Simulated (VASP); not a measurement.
# WSe2 in VASP: single point with r2SCAN

Aim: the single point of WSe2 with r2SCAN.

Program: VASP 6.6.1. These are calculated values, not measurements. Logs are shortened: lines on timing, memory, paths and dates and some standing lists are left out, and cuts for length are marked.

## Step 1: The cell of the first run

The cell holds a slab with vacuum, 3 atoms: a = 3.394 Å, b = 3.350 Å, c = 16.603 Å, α = 89.64°, β = 91.19°, γ = 120.32°.

## Step 2: Single point, r2SCAN (atoms moved at random and the cell strained at random)

POSCAR reads:

```
WSe2
1.0
    3.3942735824      0.0033166064     -0.0348054011
   -1.6942645258      2.8901843052      0.0103402381
   -0.1747450974     -0.0409433976     16.6019998404
W Se
1 2
Direct
   -0.0530692414     -0.0070014557      0.0085673003
    0.3823192675      0.6668702559      0.0978858749
    0.3374166406      0.6734645332      0.8935468248
```

INCAR.step1 reads:

```
SYSTEM = WSe2
PREC = Accurate ; ENCUT = 520
ISMEAR = 0 ; SIGMA = 0.05
LREAL = .FALSE. ; LASPH = .TRUE.
NELM = 60 ; NBANDS = 20
GGA = PE ; ALGO = Normal
EDIFF = 1E-4 ; LWAVE = .TRUE.
LCHARG = .FALSE.
```

INCAR.step2 reads:

```
SYSTEM = WSe2
PREC = Accurate ; ENCUT = 520
EDIFF = 1E-7 ; ISMEAR = 0
SIGMA = 0.05 ; LREAL = .FALSE.
LASPH = .TRUE. ; NELM = 60
ALGO = Normal ; ISIF = 2
LWAVE = .FALSE. ; LCHARG = .FALSE.
METAGGA = R2SCAN ; LMIXTAU = .TRUE.
NBANDS = 20 ; ISTART = 1
```

KPOINTS reads:

```
regular mesh
0
G
  12 12 2
  0 0 0
```

Potentials or basis: VASP PAW PBE potentials, release 64 (W_sv, Se).

Launch:

```console
> cat potpaw_PBE.64/W_sv/POTCAR potpaw_PBE.64/Se/POTCAR > POTCAR
> cp INCAR.step1 INCAR
> mpirun -np 1 vasp_std > vasp.out
> cp INCAR.step2 INCAR
> mpirun -np 1 vasp_std > vasp.out
```

OUTCAR:

```text
SYSTEM = WSe2
   PREC = Accurate
   ENCUT = 520
   EDIFF = 1E-7
   ISMEAR = 0
   LREAL = .FALSE.
   LASPH = .TRUE.
   NELM = 60
   ISIF = 2
   METAGGA = R2SCAN
   ISTART = 1

 ion  position               nearest neighbor table
   1  0.947  0.993  0.009-   2 2.25   2 2.46   3 2.59   2 2.66   3 2.76   3 2.85
   2  0.382  0.667  0.098-   1 2.25   1 2.46   1 2.66
   3  0.337  0.673  0.894-   1 2.59   1 2.76   1 2.85

  LATTYP: Found a triclinic cell.
 ALAT       =     3.3944536479
 B/A-ratio  =     0.9869613925
 C/A-ratio  =     4.8912053793
 COS(alpha) =     0.0062815372
 COS(beta)  =     0.0207797913
 COS(gamma) =     0.5048831262

  Lattice vectors:

 A1 = (   3.3942735824,   0.0033166064,  -0.0348054011)
 A2 = (   1.6942645258,  -2.8901843052,  -0.0103402381)
 A3 = (   0.1747450974,   0.0409433976, -16.6019998404)

Analysis of symmetry for initial positions (statically):
=====================================================================
 Subroutine PRICEL returns:
 Original cell was already a primitive cell.

 Routine SETGRP: Setting up the symmetry group for a
 triclinic supercell.

 Subroutine GETGRP returns: Found  1 space group operations
 (whereof  1 operations were pure point group operations)
 out of a pool of  2 trial point group operations.

The static configuration has the point symmetry C_1 .

Analysis of symmetry for dynamics (positions and initial velocities):
=====================================================================
 Subroutine PRICEL returns:
 Original cell was already a primitive cell.

 Routine SETGRP: Setting up the symmetry group for a
 triclinic supercell.

 Subroutine GETGRP returns: Found  1 space group operations
 (whereof  1 operations were pure point group operations)
 out of a pool of  2 trial point group operations.

The dynamic configuration has the point symmetry C_1 .

 Subroutine INISYM returns: Found  1 space group operations
 (whereof  1 operations are pure point group operations),
 and found     1 'primitive' translations

----------------------------------------------------------------------------------------

                                     Primitive cell

  volume of cell :     162.9416

  direct lattice vectors                    reciprocal lattice vectors
     3.394273582  0.003316606 -0.034805401     0.294481330  0.172616265  0.003525278
    -1.694264526  2.890184305  0.010340238    -0.000329181  0.345802687  0.000849344
    -0.174745097 -0.040943398 16.601999840     0.000617573  0.000146506  0.060240569

  length of vectors
     3.394453648  3.350194699 16.602969942     0.341362060  0.345803887  0.060243913

  position of ions in fractional coordinates (direct lattice)
     0.946930759  0.992998544  0.008567300
     0.382319268  0.666870256  0.097885875
     0.337416641  0.673464533  0.893546825

  ion indices of the primitive-cell ions
   primitive index   ion index
                 1           1
                 2           2
                 3           3

----------------------------------------------------------------------------------------

 KPOINTS: regular mesh

Automatic generation of k-mesh.
 Grid dimensions read from file:
 generate k-points for:   12   12    2

 Generating k-lattice:

  Cartesian coordinates                     Fractional coordinates (reciprocal lattice)
     0.024540111  0.014384689  0.000293773     0.083333333  0.000000000  0.000000000
    -0.000027432  0.028816891  0.000070779     0.000000000  0.083333333 -0.000000000
     0.000308786  0.000073253  0.030120284     0.000000000  0.000000000  0.500000000

  Length of vectors
     0.028446838  0.028816991  0.030121956

  Shift w.r.t. Gamma in fractional coordinates (k-lattice)
     0.000000000  0.000000000  0.000000000

 Subroutine IBZKPT returns following result:
 ===========================================

 Found    148 irreducible k-points:

 Following reciprocal coordinates:
            Coordinates               Weight
  0.000000  0.000000  0.000000      1.000000
  0.083333  0.000000 -0.000000      2.000000
  0.166667  0.000000  0.000000      2.000000
  0.250000  0.000000 -0.000000      2.000000
  0.333333  0.000000  0.000000      2.000000
  0.416667  0.000000 -0.000000      2.000000
[... 16 lines left out ...]
  0.250000  0.166667  0.000000      2.000000
  0.333333  0.166667  0.000000      2.000000
 [... further k-points ...]
   k-points           NKPTS =    148   k-points in BZ     NKDIM =    148   number of bands    NBANDS=     20
   number of dos      NEDOS =    301   number of ions     NIONS =      3
   total plane-waves  NPLWV =  98784
   dimension x,y,z NGX =    28 NGY =   28 NGZ =  126
   dimension x,y,z NGXF=    56 NGYF=   56 NGZF=  252
   ions per type =               1   2
   NGX,Y,Z   is equivalent  to a cutoff of  13.71, 13.89, 12.62 a.u.
   NGXF,Y,Z  is equivalent  to a cutoff of  27.43, 27.79, 25.23 a.u.
 SYSTEM =  WSe2
   PREC   = accura    normal or accurate (medium, high low for compatibility)
   ISTART =      1    job   : 0-new  1-cont  2-samecut
   ICHARG =      0    charge: 1-file 2-atom 10-const
   ISPIN  =      1    spin polarized calculation?
   LNONCOLLINEAR =      F non collinear calculations
   LSORBIT =      F    spin-orbit coupling
   LASPH  =      T    aspherical Exc in radial PAW
   ENCUT  =  520.0 eV  38.22 Ry    6.18 a.u.   6.31  6.23 30.87*2*pi/ulx,y,z
   NELM   =     60;   NELMIN=  2; NELMDL=  0     # of ELM steps
   EDIFF  = 0.1E-06   stopping-criterion for ELM
   LREAL  =      F    real-space projection
   EDIFFG = 0.1E-05   stopping-criterion for IOM
   NSW    =      0    number of steps for IOM
   IBRION =     -1    ionic relax: 0-MD 1-quasi-New 2-CG
   NFREE  =      0    steps in history (QN), initial steepest desc. (CG)
   ISIF   =      2    stress and relaxation
   ISYM   =      2    0-nonsym 1-usesym 2-fastsym
   POTIM  = 0.5000    time-step for ionic-motion
   TEBEG  =    0.0;   TEEND  =   0.0 temperature during run
   PSTRESS=    0.0 pullay stress
   NELECT =      26.0000    total number of electrons
   NUPDOWN=      -1.0000    fix difference up-down
   EMIN   =  10.00;   EMAX   =-10.00  energy-range for DOS
   EFERMI =   0.00;   METHOD = LEGACY
   ISMEAR =     0;   SIGMA  =   0.05  broadening in eV -4-tet -1-fermi 0-gaus
   EFERMI_NEDOS =   21; number of points for ismear=-14 and -15
   IALGO  =     38    algorithm
   IMIX   =      4    mixing-type and parameters
     AMIX     =   0.40;   BMIX     =  1.00
     AMIX_MAG =   1.60;   BMIX_MAG =  1.00
  volume/ion in A,a.u.               =      54.31       366.53
  Fermi-wavevector in a.u.,A,eV,Ry     =   0.887950  1.677983 10.727589  0.788456
  Thomas-Fermi vector in A             =   2.009316
   LORBIT       =      0    0 simple, 1 ext, 2 COOP (PROOUT), +10 PAW based schemes
   METAGGA = R2SCAN    functional components
   LHFCALC =     F    Hartree Fock is set to
   AEXX    =    0.0000 exact exchange contribution
   IVDW    =     0    specifies the selected vdW correction
   LEPSILON=     F    determine dielectric tensor
   LRPA    =     F    only Hartree local field effects (RPA)
 non-spin polarized calculation
 Gauss-broadening in eV      SIGMA  =   0.05
  energy-cutoff  :      520.00
  volume of cell :      162.94
 maximum number of plane-waves:      4420
 NGX is ok and might be reduce to    28
   NGX = 13   NGY = 13   NGZ = 61

 number of electron      26.0000000 magnetization

 Free energy of the ion-electron system (eV)
  ---------------------------------------------------
  ext. energy  EPLUGINS =         0.00000000
  ---------------------------------------------------
  free energy    TOTEN  =       -80.42980833 eV

  energy without entropy =      -80.42980833  energy(sigma->0) =      -80.42980833

 E-fermi :  -0.6826     XC(G=0):  -4.8083

 val. band max:       -0.9884703117   @ k =  -0.0833   0.0833   0.5000
 cond. band min:      -0.0046789773   @ k =  -0.0833   0.2500   0.0000
 fundamental gap:      0.9837913344
 Fermi energy:        -0.6826388308

 k-point     1 :       0.0000    0.0000    0.0000
  band No.  band energies     occupation
      1     -77.2717      2.00000
      2     -40.9003      2.00000
      3     -40.7881      2.00000
      4     -40.7241      2.00000
      5     -16.4453      2.00000
      6     -14.9897      2.00000
[... 12 lines left out ...]
     19       4.4526      0.00000
     20       4.6473      0.00000

 k-point     2 :       0.0833    0.0000   -0.0000
  band No.  band energies     occupation
      1     -77.2711      2.00000
      2     -40.9013      2.00000
      3     -40.7982      2.00000
      4     -40.7271      2.00000
      5     -16.3493      2.00000
      6     -14.9414      2.00000
[... 12 lines left out ...]
     19       4.5990      0.00000
     20       4.8641      0.00000

 k-point     3 :       0.1667    0.0000    0.0000
  band No.  band energies     occupation
      1     -77.2696      2.00000
      2     -40.9098      2.00000
      3     -40.8199      2.00000
      4     -40.7354      2.00000
      5     -16.0783      2.00000
      6     -14.8011      2.00000
[... 12 lines left out ...]
     19       4.9990      0.00000
     20       5.3800      0.00000

 k-point     4 :       0.2500    0.0000   -0.0000
  band No.  band energies     occupation
      1     -77.2674      2.00000
      2     -40.9377      2.00000
      3     -40.8329      2.00000
      4     -40.7467      2.00000
      5     -15.6873      2.00000
      6     -14.5815      2.00000
[... 12 lines left out ...]
     19       5.5702      0.00000
     20       5.8173      0.00000

 k-point     5 :       0.3333    0.0000    0.0000
  band No.  band energies     occupation
      1     -77.2653      2.00000
      2     -40.9782      2.00000
      3     -40.8327      2.00000
      4     -40.7578      2.00000
      5     -15.2776      2.00000
      6     -14.3044      2.00000
[... 12 lines left out ...]
     19       5.6801      0.00000
     20       6.2377      0.00000
[... 353 lines left out ...]
      6     -14.6394      2.00000
[... 12 lines left out ...]
     19       5.4047      0.00000
     20       5.7823      0.00000

 k-point    22 :       0.1667    0.1667   -0.0000
  band No.  band energies     occupation
      1     -77.2661      2.00000
      2     -40.9499      2.00000
      3     -40.8338      2.00000
      4     -40.7640      2.00000
      5     -15.4726      2.00000
      6     -14.4274      2.00000
[... 12 lines left out ...]
     19       5.9388      0.00000
     20       6.1586      0.00000

 k-point    23 :       0.2500    0.1667    0.0000
  band No.  band energies     occupation
      1     -77.2643      2.00000
      2     -40.9829      2.00000
      3     -40.8309      2.00000
      4     -40.7779      2.00000
      5     -15.1192      2.00000
      6     -14.1577      2.00000
[... 12 lines left out ...]
     19       6.0818      0.00000
     20       6.5684      0.00000

 k-point    24 :       0.3333    0.1667    0.0000
  band No.  band energies     occupation
      1     -77.2630      2.00000
      2     -41.0046      2.00000
      3     -40.8269      2.00000
      4     -40.7908      2.00000
      5     -14.8659      2.00000
      6     -13.9051      2.00000
[... 12 lines left out ...]
     19       6.8646      0.00000
     20       7.2012      0.00000

 [... further k-points ...]
[... 5 lines left out ...]
  --------------------------------------------------------------------------------------
  -------------------------------------------------------------------------------------
  Total       -0.2392356      0.6120183      0.8644645      2.2031854     -1.0124073     -3.6304276
  in kB       -2.3523637      6.0178728      8.5001333     21.6635495     -9.9548301    -35.6973806
  external PRESSURE =       4.0552142 kB  Pullay stress =       0.0000000 kB

 VOLUME and BASIS-vectors are now :
 -----------------------------------------------------------------------------
  energy-cutoff  :      520.00
  volume of cell :      162.94
      direct lattice vectors                 reciprocal lattice vectors
     3.394273582  0.003316606 -0.034805401     0.294481330  0.172616265  0.003525278
    -1.694264526  2.890184305  0.010340238    -0.000329181  0.345802687  0.000849344
    -0.174745097 -0.040943398 16.601999840     0.000617573  0.000146506  0.060240569

 POSITION                                       TOTAL-FORCE (eV/Angst)
 -----------------------------------------------------------------------------------
      1.53024      2.87274      0.11954         4.586227      0.859045     -6.327555
      0.15074      1.92464      1.61869        -3.650812     -0.774798      3.808995
     -0.15189      1.91097     14.82988        -0.935415     -0.084248      2.518560
 -----------------------------------------------------------------------------------
    total drift:                               -0.000104      0.000196      0.000381

  FREE ENERGIE OF THE ION-ELECTRON SYSTEM (eV)
  ---------------------------------------------------
  free  energy   TOTEN  =       -80.4298083332 eV

  energy  without entropy=      -80.4298083332  energy(sigma->0) =      -80.42980833
```

It took 22 min on 1 thread of Intel Xeon 6975P-C (Granite Rapids), shared host; peak memory 0.65 GiB.

Results:

| Property | Result |
| --- | --- |
| Free energy | -80.4298 eV |
| Largest force | 7.862 eV/Å |
| Band gap on the k mesh | 0.98 eV, indirect (least direct gap 1.22 eV) |

Forces in eV/Å, atoms in the order of the input:
```
W    4.586  0.859 -6.328
Se  -3.651 -0.775  3.809
Se  -0.935 -0.084  2.519
```

Caveat: the cell differs from its parent crystal (atoms moved at random and the cell strained at random); the PAW data sets were made with another functional, which shifts forces and pressure a little; spin-orbit coupling is left out, which moves the levels of the heavy elements.
